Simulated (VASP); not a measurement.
# NiGe (Pmma) in VASP: relaxation of cell and atoms with PBE

Aim: the relaxation of cell and atoms of NiGe with PBE.

Everything below comes from runs of VASP 6.6.1. Logs are shortened: lines on timing, memory, paths and dates and some standing lists are left out, and cuts for length are marked.

**1. The cell of the first run**

The structure is orthorhombic, space group Pmma (No. 51). Conventional cell: a = 3.966 Å, b = 4.083 Å, c = 3.426 Å, α = 90.00°, β = 90.00°, γ = 90.00°. Within 2.8 Å of Ni (site symmetry mm2) lie 2 Ge at 2.12 Å and 2 Ni at 2.29 Å. Within 2.6 Å of Ge (site symmetry mm2) lie 2 Ge at 1.98 Å and 2 Ni at 2.12 Å.

**2. Relaxation of cell and atoms, PBE, collinear spin, ferromagnetic start**

Input file INCAR:

```
ALGO     = Normal         # electronic algorithm
EDIFF    = 1E-7           # SCF threshold, eV
EDIFFG   = -0.04          # ionic threshold
ENCUT    = 600            # plane-wave cutoff, eV
GGA      = PE             # functional
IBRION   = 2              # ionic algorithm
ISIF     = 3              # what is computed and relaxed
ISMEAR   = 0              # smearing method
ISPIN    = 2              # spin polarisation
LASPH    = T              # aspherical terms in the spheres
LCHARG   = F              # write CHGCAR
LMAXMIX  = 4              # l up to which the mixer works
LORBIT   = 11             # projections on sites
LREAL    = F              # projectors in reciprocal space
LWAVE    = F              # write WAVECAR
MAGMOM   = 2 2 0 0        # initial moments
NELM     = 150            # most SCF steps
NSW      = 90             # ionic steps
PREC     = Accurate       # precision mode
SIGMA    = 0.1            # smearing width, eV
```

Input file KPOINTS:

```
k-points
0
Gamma
  4 4 6
```

Input file POSCAR:

```
NiGe
1.0
    3.9656635492      0.0000000000      0.0000000000
    0.0000000000      4.0826320951      0.0000000000
    0.0000000000      0.0000000000      3.4264911420
Ni Ge
2 2
Direct
    0.7500000000      0.5000000000      0.6666666667
    0.2500000000      0.5000000000      0.3333333333
    0.7500000000      0.0000000000      0.5000000000
    0.2500000000      0.0000000000      0.5000000000
```

Potentials or basis: VASP PAW PBE potentials, release 64 (Ni, Ge_d).

Started as:

```bash
$ cat potpaw_PBE.64/Ni/POTCAR potpaw_PBE.64/Ge_d/POTCAR > POTCAR
$ mpirun -np 1 vasp_std > vasp.out
```

OUTCAR:

```text
EDIFF = 1E-7
   EDIFFG = -0.04
   ENCUT = 600
   GGA = PE
   IBRION = 2
   ISIF = 3
   ISMEAR = 0
   ISPIN = 2
   LASPH = T
   LORBIT = 11
   LREAL = F
   NELM = 150
   NSW = 90
   PREC = Accurate

 ion  position               nearest neighbor table
   1  0.750  0.500  0.667-   3 2.12   3 2.12   2 2.29   2 2.29   4 2.90   4 2.90   4 2.90   4 2.90
                             2 3.02   2 3.02
   2  0.250  0.500  0.333-   4 2.12   4 2.12   1 2.29   1 2.29   3 2.90   3 2.90   3 2.90   3 2.90
                             1 3.02   1 3.02
   3  0.750  0.000  0.500-   4 1.98   4 1.98   1 2.12   1 2.12   2 2.90   2 2.90   2 2.90   2 2.90

   4  0.250  0.000  0.500-   3 1.98   3 1.98   2 2.12   2 2.12   1 2.90   1 2.90   1 2.90   1 2.90

  LATTYP: Found a simple orthorhombic cell.
 ALAT       =     3.4264911420
 B/A-ratio  =     1.1573540934
 C/A-ratio  =     1.1914906316

  Lattice vectors:

 A1 = (   0.0000000000,   0.0000000000,   3.4264911420)
 A2 = (   3.9656635492,   0.0000000000,   0.0000000000)
 A3 = (   0.0000000000,   4.0826320951,   0.0000000000)

Analysis of symmetry for initial positions (statically):
=====================================================================
 Subroutine PRICEL returns:
 Original cell was already a primitive cell.

 Routine SETGRP: Setting up the symmetry group for a
 simple orthorhombic supercell.

 Subroutine GETGRP returns: Found  8 space group operations
 (whereof  4 operations were pure point group operations)
 out of a pool of  8 trial point group operations.

The static configuration has the point symmetry C_2h.
 The point group associated with its full space group is D_2h.

Analysis of symmetry for dynamics (positions and initial velocities):
=====================================================================
 Subroutine PRICEL returns:
 Original cell was already a primitive cell.

 Routine SETGRP: Setting up the symmetry group for a
 simple orthorhombic supercell.

 Subroutine GETGRP returns: Found  8 space group operations
 (whereof  4 operations were pure point group operations)
 out of a pool of  8 trial point group operations.

The dynamic configuration has the point symmetry C_2h.
 The point group associated with its full space group is D_2h.

Analysis of structural, dynamic, and magnetic symmetry:
[... 148 lines left out ...]
 spin polarized calculation
 Gauss-broadening in eV      SIGMA  =   0.10
  energy-cutoff  :      600.00
  volume of cell :       55.48
 maximum number of plane-waves:      1872
 NGX is ok and might be reduce to    32
   NGX = 15   NGY = 17   NGZ = 13

--------------------------------------- Ionic step        1  -------------------------------------------

 number of electron      47.9999997 magnetization      -0.0012907

 number of electron      47.9999997 magnetization       0.0000212

 Free energy of the ion-electron system (eV)
  ---------------------------------------------------
  ext. energy  EPLUGINS =         0.00000000
  ---------------------------------------------------
  free energy    TOTEN  =       -13.29563407 eV

  energy without entropy =      -13.28879295  energy(sigma->0) =      -13.29221351

------------------------ aborting loop because EDIFF is reached ----------------------------------------

  FORCE on cell =-STRESS in cart. coord.  units (eV):
  Direction    XX          YY          ZZ          XY          YZ          ZX
  --------------------------------------------------------------------------------------
  -------------------------------------------------------------------------------------
  Total       38.6730694     18.6526412      1.0383813      0.0000000      0.0000000     -0.0000000
  in kB     1116.8979682    538.6977916     29.9889802      0.0000000      0.0000000     -0.0000000
  external PRESSURE =     561.8615800 kB  Pullay stress =       0.0000000 kB
[... 25 lines left out ...]
--------------------------------------- Ionic step        2  -------------------------------------------

 number of electron      47.9999909 magnetization       0.0000033

 E-fermi :   2.6510     XC(G=0):  -9.3394

 val. band max:        2.6348882045   @ k =   0.0000   0.5000   0.5000
 cond. band min:       2.6520222009   @ k =   0.5000   0.0000   0.0000
 fundamental gap:      0.0171339964
 Fermi energy:         2.6509948485

 spin component 1

 k-point     1 :       0.0000    0.0000    0.0000
  band No.  band energies     occupation
      1     -21.9887      1.00000
      2     -21.9503      1.00000
      3     -21.9250      1.00000
      4     -21.9163      1.00000
      5     -21.8788      1.00000
      6     -21.8752      1.00000
[... 1650 lines left out ...]
  FREE ENERGIE OF THE ION-ELECTRON SYSTEM (eV)
  ---------------------------------------------------
  free  energy   TOTEN  =       -17.3425630897 eV

  energy  without entropy=      -17.3306754643  energy(sigma->0) =      -17.33661928

[... ionic steps 4 to 29 ...]

--------------------------------------- Ionic step       30  -------------------------------------------

 number of electron      47.9999956 magnetization      -0.0000040

 number of electron      47.9999956 magnetization       0.0000041
[... 77 lines left out ...]
 number of electron      47.9999959 magnetization       0.0000027

 number of electron      47.9999959 magnetization      -0.0000036

 Free energy of the ion-electron system (eV)
  ---------------------------------------------------
  ext. energy  EPLUGINS =         0.00000000
  ---------------------------------------------------
  free energy    TOTEN  =       -19.95674948 eV

  energy without entropy =      -19.94812591  energy(sigma->0) =      -19.95243770

 E-fermi :   8.6822     XC(G=0): -12.3855

 val. band max:        8.6701675309   @ k =   0.2500   0.5000   0.3333
 cond. band min:       8.6982374626   @ k =   0.0000   0.0000   0.5000
 fundamental gap:      0.0280699318
 Fermi energy:         8.6822166641

 spin component 1

 k-point     1 :       0.0000    0.0000    0.0000
  band No.  band energies     occupation
      1     -16.3370      1.00000
      2     -16.3192      1.00000
      3     -16.3037      1.00000
      4     -16.2289      1.00000
      5     -16.2002      1.00000
      6     -16.1761      1.00000
[... 1610 lines left out ...]
  FREE ENERGIE OF THE ION-ELECTRON SYSTEM (eV)
  ---------------------------------------------------
  free  energy   TOTEN  =       -19.9567494845 eV

  energy  without entropy=      -19.9481259143  energy(sigma->0) =      -19.95243770

 reached required accuracy - stopping structural energy minimisation

 total charge

# of ion       s       p       d       tot
------------------------------------------
    1        0.386   0.415   8.466   9.267
    2        0.386   0.415   8.466   9.267
    3        1.178   1.107  10.078  12.363
    4        1.178   1.107  10.078  12.363
--------------------------------------------------
tot          3.128   3.044  37.088  43.260

 magnetization (x)

# of ion       s       p       d       tot
------------------------------------------
    1        0.000   0.000   0.000   0.000
    2        0.000   0.000   0.000   0.000
    3        0.000  -0.000  -0.000  -0.000
    4        0.000  -0.000  -0.000  -0.000
--------------------------------------------------
tot          0.000  -0.000   0.000   0.000
```

It took 29 min on 1 thread of Intel Xeon Platinum 8488C (Sapphire Rapids), shared host; peak memory 0.28 GiB.

What came out:

```
Free energy                                           : -19.9567 eV
Energy gained by relaxing                             : 1665.3 meV/atom
Ionic steps                                           : 32
Pressure after relaxing                               : 0.0 GPa
Largest force after relaxing                          : 0.025 eV/Å
Band gap on the k mesh                                : zero (filled and empty bands overlap)
Net moment                                            : 0.00 μB per cell
Valence electrons inside the program's atomic spheres : Ni 9.27; Ge 12.36
```

Forces on the atoms (eV/Å):
```
Ni   0.000  0.000  0.025
Ni   0.000  0.000 -0.025
Ge   0.000  0.000 -0.015
Ge   0.000  0.000  0.015
```

Stress tensor (GPa, compression positive):
```
-0.10  0.00  0.00
 0.00 -0.06  0.00
 0.00  0.00  0.01
```

Step by step:
```tsv
step	energy change (eV)	largest force (eV/Å)	pressure (GPa)	volume (Å³)
1	0.0000	2.6285	56.19	55.48
2	-2.3312	0.4324	-15.46	100.90
3	-4.0469	0.1743	-6.03	75.70
4	-4.6240	0.6820	-3.04	70.31
5	-4.7860	1.1432	1.27	66.79
6	-5.1235	1.1428	0.38	64.91
7	-5.4422	1.0356	1.96	61.52
8	-5.4425	1.0066	3.24	60.68
9	-5.4470	1.0178	2.73	61.02
10	-5.5816	0.7683	-1.93	62.14
11	-5.6140	0.5919	-4.93	63.09
12	-5.7458	0.6401	-3.84	61.38
13	-5.9737	0.7980	1.66	56.33
14	-6.1428	0.7995	1.92	55.69
15	-6.4766	0.4664	5.69	53.61
16	-6.4693	0.4600	8.62	52.91
17	-6.4842	0.3550	6.87	53.31
18	-6.5619	0.3648	-1.13	56.75
19	-6.5633	0.3560	-0.30	56.31
20	-6.5747	0.3236	-0.18	56.27
21	-6.5998	0.2157	0.16	56.14
22	-6.6031	0.2699	1.38	55.87
23	-6.6099	0.2135	0.70	56.00
24	-6.6184	0.2131	0.17	56.12
25	-6.6354	0.2034	-1.26	56.51
26	-6.6348	0.1555	-3.65	57.27
27	-6.6406	0.1836	-2.47	56.89
28	-6.6514	0.1563	-1.63	56.34
29	-6.6582	0.1028	0.22	55.32
30	-6.6584	0.1082	-0.01	55.46
31	-6.6594	0.0849	-0.04	55.47
32	-6.6611	0.0246	-0.05	55.48
```

Final structure:
```yaml
crystal:
  lattice:
    - [4.95589, 0.00000, 0.00000]
    - [0.00000, 3.88598, 0.00000]
    - [0.00000, 0.00000, 2.88078]
  atoms:
    - { symbol: Ni, position: [0.75000, 0.50000, 0.74720] }
    - { symbol: Ni, position: [0.25000, 0.50000, 0.25280] }
    - { symbol: Ge, position: [0.75000, 0.00000, 0.24941] }
    - { symbol: Ge, position: [0.25000, 0.00000, 0.75059] }
```

Caveat: the k points lie up to 0.40 Å⁻¹ apart in the final cell; the starting moments collapsed, and a magnetic state may lie lower.
